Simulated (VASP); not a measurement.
Write the native input for VASP 6.6.1 that does the following.

```
Task                   : single point
Functional             : PBE
Potentials or basis    : VASP PAW PBE potentials, release 64 (Te, Pb_d)
Cutoff                 : 520 eV
k mesh                 : 12 × 12 × 12
Occupations            : gaussian, width 0.1 eV
Spin                   : no spin polarisation
Dipole correction      : no
Further INCAR settings : ALGO = Fast; EDIFF = 1e-06; NBANDS = 24
```

The structure of TePb2 lies in POSCAR:

```
TePb2
1.0
    5.3465466707      0.0000000000      0.0000000000
   -2.6732733353      4.6302452393      0.0000000000
    0.0000000000      0.0000000000      4.0295702839
Te Pb
1 2
Direct
    0.0000000000      0.0000000000      0.0000000000
    0.3333333333      0.6666666667      0.5000000000
    0.6666666667      0.3333333333      0.5000000000
```

These files were run (other wordings do the same):

INCAR

```
ALGO = Fast ; EDIFF = 1E-6
ENCUT = 520 ; GGA = PE
ISIF = 2 ; ISMEAR = 0
LASPH = T ; LCHARG = T
LELF = T ; LREAL = F
LVHAR = T ; LWAVE = F
NBANDS = 24 ; NELM = 60
PREC = Accurate ; SIGMA = 0.1
```

KPOINTS

```
k-points
0
Gamma
  12 12 12
```

Potentials or basis: VASP PAW PBE potentials, release 64 (Te, Pb_d).

Command:

```bash
$ cat potpaw_PBE.64/Te/POTCAR potpaw_PBE.64/Pb_d/POTCAR > POTCAR
$ mpirun -np 1 vasp_std > vasp.out
```

It gave:

```json
{"Pressure": "-0.1 GPa", "Band gap on the k mesh": "zero (band 17 reaches 7.12 eV, above the bottom of band 18 at 4.71 eV)"}
```

Caveat: spin-orbit coupling is left out, which moves the levels of the heavy elements.

Run time: 3.6 min on 1 thread of Intel(R) Xeon(R) Platinum 8488C (Sapphire Rapids) (shared host), peak memory 0.42 GiB.
